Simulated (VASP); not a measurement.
# B3As5 (R-3m) in VASP: single point with PBE

Aim: the single point of B3As5 with PBE.

Program: VASP 6.6.1. These are calculated values, not measurements. Logs are shortened: lines on timing, memory, paths and dates and some standing lists are left out, and cuts for length are marked.

### Step 1. The cell of the first run

It takes space group R-3m (No. 166, trigonal). The conventional cell has a = 6.400 Å, b = 6.400 Å, c = 11.421 Å, α = 90.00°, β = 90.00°, γ = 120.00°. B (site symmetry -3m) has 2 As at 1.94 Å within 2.6 Å. B (site symmetry 3m) has 1 B at 1.67 Å and 3 As at 2.13 Å within 2.2 Å. As (site symmetry 2/m) has 2 B at 2.13 Å and 2 As at 2.62 Å within 2.8 Å. Within 2.7 Å of As (site symmetry 3m) lie 1 B at 1.94 Å and 3 As at 2.62 Å.

The cell was generated, and may not be a known phase.

### Step 2. Single point, PBE

Contents of INCAR:

```
PREC     = Accurate       # precision mode
ENCUT    = 560            # plane-wave cutoff, eV
EDIFF    = 1E-6           # SCF threshold, eV
ISMEAR   = 0              # smearing method
SIGMA    = 0.2            # smearing width, eV
LREAL    = False          # projectors in reciprocal space
LASPH    = True           # aspherical terms in the spheres
NELM     = 120            # most SCF steps
ALGO     = Normal         # electronic algorithm
ISIF     = 2              # what is computed and relaxed
LWAVE    = False          # write WAVECAR
LCHARG   = False          # write CHGCAR
GGA      = PE             # functional
NBANDS   = 52             # bands
GGA_COMPAT= False
```

Contents of KPOINTS:

```
regular mesh
0
Gamma
  3 3 3
```

Contents of POSCAR:

```
B3As5
1.0
    3.1999245178      1.8474772804      3.8068378863
   -3.1999245178      1.8474772804      3.8068378863
    0.0000000000     -3.6949545648      3.8068378844
B As
3 5
Direct
    0.0000000000      0.0000000000      0.0000000000
    0.4268781172      0.4268781172      0.4268781172
    0.5731218828      0.5731218828      0.5731218828
    0.5000000000      0.5000000000      0.0000000000
    0.0000000000      0.5000000000      0.5000000000
    0.5000000000      0.0000000000      0.5000000000
    0.8297730255      0.8297730255      0.8297730255
    0.1702269745      0.1702269745      0.1702269745
```

Potentials or basis: VASP PAW PBE potentials, release 64 (B, As_d).

On the command line:

```sh
> cat potpaw_PBE.64/B/POTCAR potpaw_PBE.64/As_d/POTCAR > POTCAR
> mpirun -np 1 vasp_std > vasp.out
```

OUTCAR:

```text
PREC = Accurate
   ENCUT = 560
   EDIFF = 1E-6
   ISMEAR = 0
   LREAL = False
   LASPH = True
   NELM = 120
   ISIF = 2
   GGA = PE

 ion  position               nearest neighbor table
   1  0.000  0.000  0.000-   7 1.94   8 1.94
   2  0.427  0.427  0.427-   3 1.67   5 2.13   6 2.13   4 2.13
   3  0.573  0.573  0.573-   2 1.67   5 2.13   6 2.13   4 2.13
   4  0.500  0.500  0.000-   2 2.13   3 2.13   7 2.62   8 2.62
   5  0.000  0.500  0.500-   2 2.13   3 2.13   7 2.62   8 2.62
   6  0.500  0.000  0.500-   2 2.13   3 2.13   7 2.62   8 2.62
   7  0.830  0.830  0.830-   1 1.94   4 2.62   5 2.62   6 2.62
   8  0.170  0.170  0.170-   1 1.94   4 2.62   5 2.62   6 2.62

  LATTYP: Found a trigonal (rhomboedric) cell.
 ALAT       =     5.3051582365
 COS(alpha) =     0.2723663428

  Lattice vectors:

 A1 = (   3.1999245178,   1.8474772804,   3.8068378863)
 A2 = (  -3.1999245178,   1.8474772804,   3.8068378863)
 A3 = (   0.0000000000,  -3.6949545648,   3.8068378844)

Analysis of symmetry for initial positions (statically):
=====================================================================
 Subroutine PRICEL returns:
 Original cell was already a primitive cell.

 Routine SETGRP: Setting up the symmetry group for a
 trigonal (rhombohedral) supercell.

 Subroutine GETGRP returns: Found 12 space group operations
 (whereof 12 operations were pure point group operations)
 out of a pool of 12 trial point group operations.

The static configuration has the point symmetry D_3d.

Analysis of symmetry for dynamics (positions and initial velocities):
=====================================================================
 Subroutine PRICEL returns:
 Original cell was already a primitive cell.

 Routine SETGRP: Setting up the symmetry group for a
 trigonal (rhombohedral) supercell.

 Subroutine GETGRP returns: Found 12 space group operations
 (whereof 12 operations were pure point group operations)
 out of a pool of 12 trial point group operations.

The dynamic configuration has the point symmetry D_3d.

 Subroutine INISYM returns: Found 12 space group operations
 (whereof 12 operations are pure point group operations),
 and found     1 'primitive' translations

----------------------------------------------------------------------------------------

                                     Primitive cell

  volume of cell :     135.0313

  direct lattice vectors                    reciprocal lattice vectors
[... 86 lines left out ...]
   ISIF   =      2    stress and relaxation
   ISYM   =      2    0-nonsym 1-usesym 2-fastsym
   POTIM  = 0.5000    time-step for ionic-motion
   TEBEG  =    0.0;   TEEND  =   0.0 temperature during run
   PSTRESS=    0.0 pullay stress
   NELECT =      84.0000    total number of electrons
   NUPDOWN=      -1.0000    fix difference up-down
   EMIN   =  10.00;   EMAX   =-10.00  energy-range for DOS
   EFERMI =   0.00;   METHOD = LEGACY
   ISMEAR =     0;   SIGMA  =   0.20  broadening in eV -4-tet -1-fermi 0-gaus
   EFERMI_NEDOS =   21; number of points for ismear=-14 and -15
   IALGO  =     38    algorithm
   IMIX   =      4    mixing-type and parameters
     AMIX     =   0.40;   BMIX     =  1.00
     AMIX_MAG =   1.60;   BMIX_MAG =  1.00
  volume/ion in A,a.u.               =      16.88       113.90
  Fermi-wavevector in a.u.,A,eV,Ry     =   1.397515  2.640920 26.572828  1.953048
  Thomas-Fermi vector in A             =   2.520764
   LORBIT       =      0    0 simple, 1 ext, 2 COOP (PROOUT), +10 PAW based schemes
   GGA     = PE    functional components
   LHFCALC =     F    Hartree Fock is set to
   AEXX    =    0.0000 exact exchange contribution
   IVDW    =     0    specifies the selected vdW correction
   LEPSILON=     F    determine dielectric tensor
   LRPA    =     F    only Hartree local field effects (RPA)
 non-spin polarized calculation
 Gauss-broadening in eV      SIGMA  =   0.20
  energy-cutoff  :      560.00
  volume of cell :      135.03
 maximum number of plane-waves:      4071
 NGX is ok and might be reduce to    42
   NGX = 21   NGY = 21   NGZ = 21

 number of electron      83.9999979 magnetization

 Free energy of the ion-electron system (eV)
  ---------------------------------------------------
  ext. energy  EPLUGINS =         0.00000000
  ---------------------------------------------------
  free energy    TOTEN  =       -37.37058413 eV

  energy without entropy =      -37.31459243  energy(sigma->0) =      -37.34258828

 E-fermi :   3.7418     XC(G=0): -10.6923

 val. band max:        3.6709921204   @ k =  -0.3333   0.3333   0.3333
 cond. band min:       3.9171479905   @ k =  -0.3333   0.3333   0.0000
 fundamental gap:      0.2461558701
 Fermi energy:         3.7418470099

 k-point     1 :       0.0000    0.0000    0.0000
  band No.  band energies     occupation
      1     -32.6243      2.00000
      2     -32.6213      2.00000
      3     -32.6213      2.00000
      4     -32.6160      2.00000
      5     -32.6160      2.00000
      6     -32.6066      2.00000
[... 319 lines left out ...]
     51       8.6506      0.00000
     52       9.0275      0.00000

------------------------ aborting loop because EDIFF is reached ----------------------------------------

  FORCE on cell =-STRESS in cart. coord.  units (eV):
  Direction    XX          YY          ZZ          XY          YZ          ZX
  --------------------------------------------------------------------------------------
  -------------------------------------------------------------------------------------
  Total       -0.0870486     -0.0870486      0.0467876     -0.0000000     -0.0000000      0.0000000
  in kB       -1.0328520     -1.0328520      0.5551457     -0.0000000     -0.0000000      0.0000000
  external PRESSURE =      -0.5035194 kB  Pullay stress =       0.0000000 kB

 VOLUME and BASIS-vectors are now :
 -----------------------------------------------------------------------------
  energy-cutoff  :      560.00
  volume of cell :      135.03
      direct lattice vectors                 reciprocal lattice vectors
     3.199924518  1.847477280  3.806837886     0.156253686  0.090213107  0.087561736
    -3.199924518  1.847477280  3.806837886    -0.156253686  0.090213107  0.087561736
     0.000000000 -3.694954565  3.806837884     0.000000000 -0.180426215  0.087561736

 POSITION                                       TOTAL-FORCE (eV/Angst)
 -----------------------------------------------------------------------------------
      0.00000      0.00000      0.00000         0.000000     -0.000000     -0.000000
      0.00000     -0.00000      4.87517         0.000000     -0.000000      0.028811
      0.00000     -0.00000      6.54535         0.000000      0.000000     -0.028811
      0.00000      1.84748      3.80684         0.000000     -0.000000     -0.000000
     -1.59996     -0.92374      3.80684        -0.000000     -0.000000     -0.000000
      1.59996     -0.92374      3.80684        -0.000000     -0.000000     -0.000000
      0.00000     -0.00000      9.47643         0.000000     -0.000000      0.036076
      0.00000     -0.00000      1.94408         0.000000      0.000000     -0.036076
 -----------------------------------------------------------------------------------
    total drift:                               -0.000000      0.000000     -0.000000

  FREE ENERGIE OF THE ION-ELECTRON SYSTEM (eV)
  ---------------------------------------------------
  free  energy   TOTEN  =       -37.3705841303 eV

  energy  without entropy=      -37.3145924252  energy(sigma->0) =      -37.34258828
```

OSZICAR:

```text
N       E                     dE             d eps       ncg     rms          rms(c)
DAV:   1     0.102154075952E+04    0.10215E+04   -0.34169E+04   840   0.786E+03
DAV:   2     0.161512508234E+03   -0.86003E+03   -0.82631E+03   624   0.139E+03
DAV:   3    -0.179707600502E+02   -0.17948E+03   -0.17298E+03   640   0.253E+02
DAV:   4    -0.383113328876E+02   -0.20341E+02   -0.19311E+02   752   0.899E+01
DAV:   5    -0.392616558693E+02   -0.95032E+00   -0.93527E+00   728   0.210E+01    0.946E+00
DAV:   6    -0.374509189978E+02    0.18107E+01   -0.82727E+00   884   0.163E+01    0.473E+00
DAV:   7    -0.373957530218E+02    0.55166E-01   -0.11340E+00   928   0.119E+01    0.260E+00
DAV:   8    -0.373719170577E+02    0.23836E-01   -0.16423E-01   768   0.277E+00    0.862E-01
DAV:   9    -0.373701497628E+02    0.17673E-02   -0.20442E-02   756   0.136E+00    0.199E-01
DAV:  10    -0.373705397936E+02   -0.39003E-03   -0.37288E-03   728   0.574E-01    0.847E-02
DAV:  11    -0.373705643983E+02   -0.24605E-04   -0.33710E-04   840   0.186E-01    0.261E-02
DAV:  12    -0.373705817001E+02   -0.17302E-04   -0.71001E-05   688   0.835E-02    0.102E-02
DAV:  13    -0.373705838116E+02   -0.21115E-05   -0.80602E-06   776   0.298E-02    0.294E-03
DAV:  14    -0.373705841303E+02   -0.31861E-06   -0.11117E-06   440   0.957E-03
   1 F= -.37370584E+02 E0= -.37342588E+02  d E =-.559917E-01
```

stdout:

```text
POSCAR found type information on POSCAR B As
 POSCAR found :  2 types and       8 ions
 scaLAPACK will be used
 LDA part: xc-table for (Slater+PW92), standard interpolation
 POSCAR, INCAR and KPOINTS ok, starting setup
 FFT: planning ... GRIDC
 FFT: planning ... GRID_SOFT
 FFT: planning ... GRID
 WAVECAR not read
 entering main loop
```

Run time: 52 s. Hardware: 1 thread of AMD EPYC 7R13 (Zen 3), shared host; peak memory 0.22 GiB.

Results:

| Property | Result |
| --- | --- |
| Free energy | -37.3706 eV |
| Pressure | -0.1 GPa |
| Largest force | 0.036 eV/Å |
| Band gap on the k mesh | zero (bands 42 and 43 overlap by 1.62 eV) |

Forces on the atoms (eV/Å):
```
B    0.000  0.000  0.000
B    0.000  0.000  0.029
B    0.000  0.000 -0.029
As   0.000  0.000  0.000
As   0.000  0.000  0.000
As   0.000  0.000  0.000
As   0.000  0.000  0.036
As   0.000  0.000 -0.036
```

Stress tensor (GPa, compression positive):
```
-0.10  0.00  0.00
 0.00 -0.10  0.00
 0.00  0.00  0.06
```

Caveat: the k points lie up to 0.42 Å⁻¹ apart, too coarse for converged energies and pressures of a metal.

The gap in the log of VASP goes by the Fermi energy; the results here count the filled bands.